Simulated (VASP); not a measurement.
# In3S2 (R-3m) in VASP: a series of runs

Runs on In3S2. Level: PBE. Tasks: relaxation of cell and atoms, single point.

Program: VASP 6.6.1. These are calculated values, not measurements. Logs are shortened: lines on timing, memory, paths and dates and some standing lists are left out, and cuts for length are marked.

### Step 1. The cell of the first run

The structure is trigonal, space group R-3m (No. 166). Conventional cell: a = 7.820 Å, b = 7.820 Å, c = 9.345 Å, α = 90.00°, β = 90.00°, γ = 120.00°. Within 3.0 Å of In (site symmetry 2/m) lie 2 S at 2.26 Å. S (site symmetry 3m) has 3 In at 2.26 Å within 3.0 Å.

### Step 2. Relaxation of cell and atoms, PBE

File INCAR:

```
ALGO = Normal ; EDIFF = 1E-6
EDIFFG = -0.04 ; ENCUT = 600
GGA = PE ; IBRION = 2
ISIF = 3 ; ISMEAR = 0
LASPH = True ; LCHARG = False
LREAL = False ; LWAVE = False
NELM = 100 ; NSW = 90
PREC = Accurate ; SIGMA = 0.1
```

File KPOINTS:

```
k-points
0
Gamma
  3 3 3
```

File POSCAR:

```
In3S2
1.0
    3.9101604400      2.2575321800      3.1151295100
   -3.9101604400      2.2575321800      3.1151295100
    0.0000000000     -4.5150643600      3.1151295100
In S
3 2
Direct
    0.0000000000      0.5000000000      0.0000000000
    0.0000000000      0.0000000000      0.5000000000
    0.5000000000      0.0000000000      0.0000000000
    0.8187567600      0.8187567600      0.8187567600
    0.1812432400      0.1812432400      0.1812432400
```

Potentials or basis: VASP PAW PBE potentials, release 64 (In_d, S).

The run is started by

```
cat potpaw_PBE.64/In_d/POTCAR potpaw_PBE.64/S/POTCAR > POTCAR
mpirun -np 1 vasp_std > vasp.out
```

OUTCAR:

```text
EDIFF = 1E-6
   EDIFFG = -0.04
   ENCUT = 600
   GGA = PE
   IBRION = 2
   ISIF = 3
   ISMEAR = 0
   LASPH = True
   LREAL = False
   NELM = 100
   NSW = 90
   PREC = Accurate

 ion  position               nearest neighbor table
   1  0.000  0.500  0.000-   4 2.26   5 2.26   3 3.85   3 3.85   2 3.85   2 3.85   2 3.91   2 3.91
                             3 3.91   3 3.91
   2  0.000  0.000  0.500-   4 2.26   5 2.26   1 3.85   3 3.85   1 3.85   3 3.85   1 3.91   1 3.91
                             3 3.91   3 3.91
   3  0.500  0.000  0.000-   4 2.26   5 2.26   1 3.85   1 3.85   2 3.85   2 3.85   2 3.91   2 3.91
                             1 3.91   1 3.91
   4  0.819  0.819  0.819-   2 2.26   1 2.26   3 2.26
   5  0.181  0.181  0.181-   2 2.26   1 2.26   3 2.26

  LATTYP: Found a trigonal (rhomboedric) cell.
 ALAT       =     5.4854204979
 COS(alpha) =    -0.0162470540

  Lattice vectors:

 A1 = (   3.9101604400,   2.2575321800,   3.1151295100)
 A2 = (  -3.9101604400,   2.2575321800,   3.1151295100)
 A3 = (   0.0000000000,  -4.5150643600,   3.1151295100)

Analysis of symmetry for initial positions (statically):
=====================================================================
 Subroutine PRICEL returns:
 Original cell was already a primitive cell.

 Routine SETGRP: Setting up the symmetry group for a
 trigonal (rhombohedral) supercell.

 Subroutine GETGRP returns: Found 12 space group operations
 (whereof 12 operations were pure point group operations)
 out of a pool of 12 trial point group operations.

The static configuration has the point symmetry D_3d.

Analysis of symmetry for dynamics (positions and initial velocities):
=====================================================================
 Subroutine PRICEL returns:
 Original cell was already a primitive cell.

 Routine SETGRP: Setting up the symmetry group for a
 trigonal (rhombohedral) supercell.

 Subroutine GETGRP returns: Found 12 space group operations
 (whereof 12 operations were pure point group operations)
 out of a pool of 12 trial point group operations.

The dynamic configuration has the point symmetry D_3d.

 Subroutine INISYM returns: Found 12 space group operations
 (whereof 12 operations are pure point group operations),
 and found     1 'primitive' translations

----------------------------------------------------------------------------------------

                                     Primitive cell

  volume of cell :     164.9893

  direct lattice vectors                    reciprocal lattice vectors
     3.910160440  2.257532180  3.115129510     0.127871991  0.073826928  0.107004647
    -3.910160440  2.257532180  3.115129510    -0.127871991  0.073826928  0.107004647
     0.000000000 -4.515064360  3.115129510     0.000000000 -0.147653857  0.107004647

  length of vectors
     5.485420501  5.485420501  5.485420498     0.182350366  0.182350366  0.182350366

  position of ions in fractional coordinates (direct lattice)
     0.000000000  0.500000000  0.000000000
     0.000000000  0.000000000  0.500000000
     0.500000000  0.000000000  0.000000000
     0.818756760  0.818756760  0.818756760
     0.181243240  0.181243240  0.181243240

  ion indices of the primitive-cell ions
   primitive index   ion index
                 1           1
                 2           2
                 3           3
                 4           4
                 5           5

----------------------------------------------------------------------------------------

 KPOINTS: k-points

Automatic generation of k-mesh.
 Grid dimensions read from file:
 generate k-points for:    3    3    3

 Generating k-lattice:

  Cartesian coordinates                     Fractional coordinates (reciprocal lattice)
     0.042623997  0.024608976  0.035668216     0.333333333  0.000000000  0.000000000
    -0.042623997  0.024608976  0.035668216     0.000000000  0.333333333  0.000000000
     0.000000000 -0.049217952  0.035668216     0.000000000  0.000000000  0.333333333

  Length of vectors
     0.060783455  0.060783455  0.060783455

  Shift w.r.t. Gamma in fractional coordinates (k-lattice)
     0.000000000  0.000000000  0.000000000

 Subroutine IBZKPT returns following result:
 ===========================================

 Found      6 irreducible k-points:

 Following reciprocal coordinates:
            Coordinates               Weight
  0.000000  0.000000  0.000000      1.000000
  0.333333  0.000000  0.000000      6.000000
  0.333333  0.333333  0.000000      6.000000
 -0.333333  0.333333  0.000000      6.000000
  0.333333  0.333333  0.333333      2.000000
 -0.333333  0.333333  0.333333      6.000000
   k-points           NKPTS =      6   k-points in BZ     NKDIM =      6   number of bands    NBANDS=     30
   number of dos      NEDOS =    301   number of ions     NIONS =      5
   total plane-waves  NPLWV = 110592
   dimension x,y,z NGX =    48 NGY =   48 NGZ =   48
   dimension x,y,z NGXF=    96 NGYF=   96 NGZF=   96
   ions per type =               3   2
   NGX,Y,Z   is equivalent  to a cutoff of  14.55, 14.55, 14.55 a.u.
   NGXF,Y,Z  is equivalent  to a cutoff of  29.09, 29.09, 29.09 a.u.
 SYSTEM =  unknown system
   PREC   = accura    normal or accurate (medium, high low for compatibility)
   ISTART =      0    job   : 0-new  1-cont  2-samecut
   ICHARG =      2    charge: 1-file 2-atom 10-const
   ISPIN  =      1    spin polarized calculation?
   LNONCOLLINEAR =      F non collinear calculations
   LSORBIT =      F    spin-orbit coupling
   LASPH  =      T    aspherical Exc in radial PAW
   ENCUT  =  600.0 eV  44.10 Ry    6.64 a.u.  10.96 10.96 10.96*2*pi/ulx,y,z
   NELM   =    100;   NELMIN=  2; NELMDL= -5     # of ELM steps
   EDIFF  = 0.1E-05   stopping-criterion for ELM
   LREAL  =      F    real-space projection
   EDIFFG = -.4E-01   stopping-criterion for IOM
   NSW    =     90    number of steps for IOM
   IBRION =      2    ionic relax: 0-MD 1-quasi-New 2-CG
   NFREE  =      1    steps in history (QN), initial steepest desc. (CG)
   ISIF   =      3    stress and relaxation
   ISYM   =      2    0-nonsym 1-usesym 2-fastsym
   POTIM  = 0.5000    time-step for ionic-motion
   TEBEG  =    0.0;   TEEND  =   0.0 temperature during run
   PSTRESS=    0.0 pullay stress
   NELECT =      51.0000    total number of electrons
   NUPDOWN=      -1.0000    fix difference up-down
   EMIN   =  10.00;   EMAX   =-10.00  energy-range for DOS
   EFERMI =   0.00;   METHOD = LEGACY
   ISMEAR =     0;   SIGMA  =   0.10  broadening in eV -4-tet -1-fermi 0-gaus
   EFERMI_NEDOS =   21; number of points for ismear=-14 and -15
   IALGO  =     38    algorithm
   IMIX   =      4    mixing-type and parameters
     AMIX     =   0.40;   BMIX     =  1.00
     AMIX_MAG =   1.60;   BMIX_MAG =  1.00
  volume/ion in A,a.u.               =      33.00       222.68
  Fermi-wavevector in a.u.,A,eV,Ry     =   1.106912  2.091760 16.670582  1.225253
  Thomas-Fermi vector in A             =   2.243419
   LORBIT       =      0    0 simple, 1 ext, 2 COOP (PROOUT), +10 PAW based schemes
   GGA     = PE    functional components
   LHFCALC =     F    Hartree Fock is set to
   AEXX    =    0.0000 exact exchange contribution
   IVDW    =     0    specifies the selected vdW correction
   LEPSILON=     F    determine dielectric tensor
   LRPA    =     F    only Hartree local field effects (RPA)
 conjugate gradient relaxation of ions
 non-spin polarized calculation
 Gauss-broadening in eV      SIGMA  =   0.10
  energy-cutoff  :      600.00
  volume of cell :      164.99
 maximum number of plane-waves:      5532
 NGX is ok and might be reduce to    48
   NGX = 21   NGY = 21   NGZ = 21

--------------------------------------- Ionic step        1  -------------------------------------------

 number of electron      50.9999983 magnetization

 Free energy of the ion-electron system (eV)
  ---------------------------------------------------
  ext. energy  EPLUGINS =         0.00000000
  ---------------------------------------------------
  free energy    TOTEN  =       -11.30128800 eV

  energy without entropy =      -11.28815328  energy(sigma->0) =      -11.29472064

------------------------ aborting loop because EDIFF is reached ----------------------------------------

  FORCE on cell =-STRESS in cart. coord.  units (eV):
  Direction    XX          YY          ZZ          XY          YZ          ZX
  --------------------------------------------------------------------------------------
  -------------------------------------------------------------------------------------
  Total       23.4095538     23.4095537     -2.2371568      0.0000000      0.0000000      0.0000000
  in kB      227.3253317    227.3253312    -21.7245662      0.0000000      0.0000000      0.0000000
  external PRESSURE =     144.3086989 kB  Pullay stress =       0.0000000 kB
[... 98 lines left out ...]
  FREE ENERGIE OF THE ION-ELECTRON SYSTEM (eV)
  ---------------------------------------------------
  free  energy   TOTEN  =       -14.4361923930 eV

  energy  without entropy=      -14.4221741253  energy(sigma->0) =      -14.42918326

[... ionic steps 4 to 29 ...]

--------------------------------------- Ionic step       30  -------------------------------------------

 number of electron      50.9999994 magnetization

------------------------ aborting loop because EDIFF is reached ----------------------------------------

  FORCE on cell =-STRESS in cart. coord.  units (eV):
  Direction    XX          YY          ZZ          XY          YZ          ZX
  --------------------------------------------------------------------------------------
  -------------------------------------------------------------------------------------
  Total       -0.0441573     -0.0441573      0.0702065      0.0000000      0.0000000      0.0000000
  in kB       -0.4493570     -0.4493570      0.7144400      0.0000000      0.0000000      0.0000000
  external PRESSURE =      -0.0614247 kB  Pullay stress =       0.0000000 kB
[... 63 lines left out ...]
  energy  without entropy=      -14.9732616569  energy(sigma->0) =      -14.99081596

--------------------------------------- Ionic step       32  -------------------------------------------

 number of electron      50.9999995 magnetization

 Free energy of the ion-electron system (eV)
  ---------------------------------------------------
  ext. energy  EPLUGINS =         0.00000000
  ---------------------------------------------------
  free energy    TOTEN  =       -15.00873370 eV

  energy without entropy =      -14.97370907  energy(sigma->0) =      -14.99122138

 E-fermi :   3.7100     XC(G=0):  -8.5239

 val. band max:        3.7043815325   @ k =   0.3333   0.0000   0.0000
 cond. band min:       3.7639035391   @ k =   0.3333   0.0000   0.0000
 fundamental gap:      0.0595220066
 Fermi energy:         3.7099938128

 k-point     1 :       0.0000    0.0000    0.0000
  band No.  band energies     occupation
      1     -11.2298      2.00000
      2     -10.8829      2.00000
      3     -10.8829      2.00000
      4     -10.7837      2.00000
      5     -10.7712      2.00000
      6     -10.7712      2.00000
[... 219 lines left out ...]
  FREE ENERGIE OF THE ION-ELECTRON SYSTEM (eV)
  ---------------------------------------------------
  free  energy   TOTEN  =       -15.0087336975 eV

  energy  without entropy=      -14.9737090659  energy(sigma->0) =      -14.99122138

 reached required accuracy - stopping structural energy minimisation
```

Run time: 11 min. Hardware: 1 thread of AMD EPYC 9R45 (Zen 5), shared host; peak memory 0.32 GiB.

What came out:

| Property | Result |
| --- | --- |
| Free energy | -15.0087 eV |
| Relaxed volume | 31.74 Å³/atom |
| Relaxed cell | a = 5.546 Å, b = 5.546 Å, c = 5.546 Å, α = 101.48°, β = 101.48°, γ = 101.48° |
| Space group after relaxing (to 0.05 Å) | R-3m (No. 166) |
| Energy gained by relaxing | 741.5 meV/atom |
| Ionic steps | 32 |
| Pressure after relaxing | 0.1 GPa |
| Largest force after relaxing | 0.030 eV/Å |

Forces on the atoms (eV/Å):
```
In   0.000  0.000  0.000
In   0.000  0.000  0.000
In   0.000  0.000  0.000
S    0.000  0.000 -0.030
S    0.000  0.000  0.030
```

Step by step:
```csv
step,energy change (eV),largest force (eV/Å),pressure (GPa),volume (Å³)
1,0.0000,1.0587,14.43,164.99
2,-3.0074,0.4909,-1.36,242.59
3,-3.1349,0.5488,0.44,219.33
4,-3.1488,0.5287,-0.09,224.99
5,-3.1485,0.5325,0.03,223.71
6,-3.1731,0.4814,0.00,223.57
7,-3.2334,0.3570,-0.08,223.15
8,-3.3091,0.1778,-0.41,222.32
9,-3.3182,0.1718,-1.28,220.66
10,-3.3379,0.0057,-0.87,221.43
11,-3.3764,0.0265,-0.77,214.34
12,-3.4729,0.1493,-0.28,193.98
13,-3.4902,0.5476,2.39,157.18
14,-3.5216,0.3452,0.70,175.06
15,-3.5233,0.4107,1.14,169.25
16,-3.5381,0.4024,1.19,167.19
17,-3.5743,0.3675,1.42,161.08
18,-3.5890,0.2844,2.25,149.24
19,-3.5937,0.3091,1.90,153.23
20,-3.6270,0.2184,1.40,154.77
21,-3.6795,0.0201,0.12,159.42
22,-3.6827,0.0817,-0.20,160.79
23,-3.6827,0.0888,-0.23,160.96
24,-3.6847,0.0882,-0.22,160.64
25,-3.6897,0.0884,-0.15,159.69
26,-3.6963,0.0901,-0.02,157.75
27,-3.6951,0.1004,0.25,153.84
28,-3.6981,0.0938,0.09,156.04
29,-3.6997,0.0914,0.07,156.39
30,-3.7036,0.0808,-0.01,157.44
31,-3.7071,0.0399,-0.15,159.55
32,-3.7074,0.0296,0.12,158.69
```

Final structure:
```cif
data_structure
_symmetry_space_group_name_H-M 'P 1'
_symmetry_Int_Tables_number 1
_cell_length_a 5.5458
_cell_length_b 5.5458
_cell_length_c 5.5458
_cell_angle_alpha 101.475
_cell_angle_beta 101.475
_cell_angle_gamma 101.475
_cell_volume 158.69
loop_
_atom_site_label
_atom_site_type_symbol
_atom_site_fract_x
_atom_site_fract_y
_atom_site_fract_z
_atom_site_occupancy
In1 In 0.00000 0.50000 0.00000 1
In2 In 0.00000 0.00000 0.50000 1
In3 In 0.50000 0.00000 0.00000 1
S1 S 0.73172 0.73172 0.73172 1
S2 S 0.26829 0.26829 0.26829 1
```

Caveat: the k points lie up to 0.40 Å⁻¹ apart in the final cell; spin-orbit coupling is left out, which moves the levels of the heavy elements.

[end of part 1 of 2]
